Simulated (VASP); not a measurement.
Input of a VASP 6.6.1 run:

The input INCAR:

```
PREC = Accurate
ENCUT = 520
EDIFF = 1E-7
ISMEAR = 0
SIGMA = 0.2
LREAL = False
LASPH = True
NELM = 60
ALGO = Normal
ISIF = 2
LWAVE = False
LCHARG = False
GGA = PE
NBANDS = 30
```

KPOINTS

```
regular mesh
0
Gamma
  6 6 6
```

File POSCAR:

```
Na2Li2ZrP2
1.0
   -2.6805644857      2.6805644857      7.7231652241
    2.6805644857     -2.6805644857      7.7231652241
    2.6805644857      2.6805644857     -7.7231652241
Na Li Zr P
2 2 1 2
Direct
    0.3388298709      0.3388298709      0.0000000000
    0.6611701291      0.6611701291      0.0000000000
    0.0000000000      0.5000000000      0.5000000000
    0.5000000000      0.0000000000      0.5000000000
    0.0000000000      0.0000000000      0.0000000000
    0.1528300202      0.1528300202      0.0000000000
    0.8471699798      0.8471699798      0.0000000000
```

Potentials or basis: VASP PAW PBE potentials, release 64 (Na_pv, Li_sv, Zr_sv, P).

Command:

```console
$ cat potpaw_PBE.64/Na_pv/POTCAR potpaw_PBE.64/Li_sv/POTCAR potpaw_PBE.64/Zr_sv/POTCAR potpaw_PBE.64/P/POTCAR > POTCAR
$ mpirun -np 1 vasp_std > vasp.out
```

**Question.** What does it give for the band gap on the k mesh?

**Answer.** Zero (bands 21 and 22 overlap by 0.16 eV).

**Question.** What does it give for the largest force?

**Answer.** 0.018 eV/Å.

Forces on the atoms (eV/Å):
```
Na   0.000  0.000 -0.018
Na   0.000  0.000  0.018
Li   0.000  0.000  0.000
Li   0.000  0.000  0.000
Zr   0.000  0.000  0.000
P    0.000  0.000  0.015
P    0.000  0.000 -0.015
```
